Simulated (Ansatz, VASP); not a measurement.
## ScAg2 in VASP and in Ansatz

```xyz
3
Lattice="-1.8123 1.8123 4.5721 1.8123 -1.8123 4.5721 1.8123 1.8123 -4.5721" Properties=species:S:1:pos:R:3 pbc="T T T"
Sc    0.0000    0.0000    0.0000
Ag    0.0000    0.0000    6.0959
Ag    0.0000    0.0000    3.0483
```

Alike in both runs: task single point; functional LDA; k mesh 11 × 11 × 11; no spin polarisation.

```csv
,VASP,Ansatz
version,VASP 6.6.1,Ansatz 0.2.0
potentials or method,"VASP PAW LDA potentials, release 64 (Sc_sv, Ag), cutoff 520 eV","plane waves, PAW"
occupations,"methfessel-paxton of order 1, width 0.15 eV","cold, width 0.15 eV"
valence electrons in the cell,33,49
```

Ansatz gave:

| Quantity | Value |
| --- | --- |
| pressure (GPa) | -12.0 |
| traceless stress, the component that is largest in VASP (GPa) | -1.08 |

Q: Estimate VASP's values.

A: Pressure (GPa): -11.8; traceless stress, the component that is largest in VASP (GPa): -1.05.

LDA's correlation is that of Perdew and Zunger in VASP and of Perdew and Wang (1992) in Ansatz. VASP's potentials hold 33 valence electrons a cell and Ansatz's 49, so a difference there can come from the potentials and not from the codes.
